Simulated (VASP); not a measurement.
The system is BeCd3S4.

```
Be Cd S
1.0
     5.49000    0.00000    0.00000
     0.00000    5.49000    0.00000
     0.00000    0.00000    5.49000
Be Cd S
1 3 4
Direct
  0.00000 0.00000 0.00000
  0.50000 0.00000 0.50000
  0.00000 0.50000 0.50000
  0.50000 0.50000 0.00000
  0.77600 0.77600 0.22400
  0.77600 0.22400 0.77600
  0.22400 0.77600 0.77600
  0.22400 0.22400 0.22400
```

| Quantity | Value |
| --- | --- |
| Program | VASP 6.6.1 |
| Task | relaxation of cell and atoms |
| Functional | PBE |
| Potentials or basis | VASP PAW PBE potentials, release 64 (Be, Cd, S) |
| Cutoff | 600 eV |
| k mesh | 2 × 2 × 2 |
| Occupations | gaussian, width 0.15 eV |
| Spin | no spin polarisation |

At the start: pressure 7.3 GPa; volume 20.68 Å³/atom.

Where does the relaxation end?

Over 5 steps the energy falls by 45.4 meV/atom and the volume is 22.75 Å³/atom (+10.0 %); space group P-43m (No. 215, to 0.1 Å) before and after.

The path:
```csv
step,energy change (eV),largest force (eV/Å),pressure (GPa),volume (Å³)
1,0.0000,0.5348,7.27,165.47
2,-0.3094,0.0082,-2.25,188.99
3,-0.3611,0.1155,-0.06,181.88
4,-0.3610,0.1089,-0.18,182.22
5,-0.3630,0.0533,-0.13,182.01
```

Final structure:
```yaml
crystal:
  lattice:
    - [5.66719, 0.00000, 0.00000]
    - [0.00000, 5.66719, 0.00000]
    - [0.00000, 0.00000, 5.66719]
  atoms:
    - { symbol: Be, position: [0.00000, 0.00000, 0.00000] }
    - { symbol: Cd, position: [0.50000, 0.00000, 0.50000] }
    - { symbol: Cd, position: [0.00000, 0.50000, 0.50000] }
    - { symbol: Cd, position: [0.50000, 0.50000, 0.00000] }
    - { symbol: S, position: [0.77854, 0.77854, 0.22146] }
    - { symbol: S, position: [0.77854, 0.22146, 0.77854] }
    - { symbol: S, position: [0.22146, 0.77854, 0.77854] }
    - { symbol: S, position: [0.22146, 0.22146, 0.22146] }
```

Caveat: the k points lie up to 0.55 Å⁻¹ apart in the final cell; the relaxation stopped at a loose force limit of 0.08 eV/Å, so its end isn't a converged minimum.
